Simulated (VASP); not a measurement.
A run of VASP 6.6.1 is set up as follows.

Contents of INCAR:

```
SYSTEM = B3N4
PREC = Accurate
ENCUT = 520
EDIFF = 1E-7
ISMEAR = 0
SIGMA = 0.05
LREAL = .False.
LASPH = .True.
NELM = 100
ALGO = Normal
ISIF = 2
LWAVE = .False.
LCHARG = .True.
LDIPOL = .True.
IDIPOL = 3
DIPOL = 0.5 0.5 0.312
GGA = PE
IVDW = 12
LELF = .True.
LVHAR = .True.
LVACPOTAV = .True.
NBANDS = 42
```

KPOINTS

```
Automatic mesh
0
Gamma
  6 8 1
  0 0 0
```

POSCAR

```
B3N4
1.0
    5.0107822389      0.0000000000      0.0000000000
   -1.2526955597      3.3759068817      0.0000000000
    0.0000000000      0.0000000000     23.4409409452
N B
8 6
Direct
    0.0225224603      0.0900898411      0.1706416141
    0.5225224603      0.0900898411      0.1706416141
    0.3069455752      0.2277823008      0.2610541488
    0.8069455752      0.2277823008      0.2610541488
    0.0866484587      0.3466275527      0.3533460338
    0.5866484587      0.3466275527      0.3533460338
    0.4687108248      1.1248772852      0.5051393190
    0.4687108248      1.1248772852      0.5520657629
    0.2842051402      0.1368205610      0.2007528062
    0.7842051402      0.1368205610      0.2007528062
    0.0673540684      0.2694189847      0.2895469474
    0.5673540684      0.2694189847      0.2895469474
    0.3437108248      0.3748772852      0.3814241487
    0.8437108248      0.3748772852      0.3814241487
```

Potentials or basis: VASP PAW PBE potentials, release 64 (N, B).

Launch:

```console
$ cat potpaw_PBE.64/N/POTCAR potpaw_PBE.64/B/POTCAR > POTCAR
$ mpirun -np 1 vasp_std > vasp.out
```

Estimate the band gap on the k mesh.

zero (bands 29 and 30 overlap by 0.36 eV).

Predict the largest force.

4.083 eV/Å.

Predict the dispersion energy per atom.

-0.103 eV.

Forces on the atoms (eV/Å):
```
N    0.019  0.250  1.806
N   -0.019  0.250  1.789
N   -0.003  0.434  2.187
N    0.002  0.440  2.210
N    0.064 -0.004 -0.199
N   -0.065  0.020  0.512
N    0.026 -0.052 -2.224
N   -0.013  0.023  2.289
B    0.000 -0.683 -3.955
B    0.000 -0.694 -4.024
B    0.033  0.009 -0.034
B   -0.033 -0.043 -0.090
B   -0.389 -0.010 -0.310
B    0.377  0.061  0.043
```

Caveat: the standard files for N, O and F lose accuracy on very short bonds.
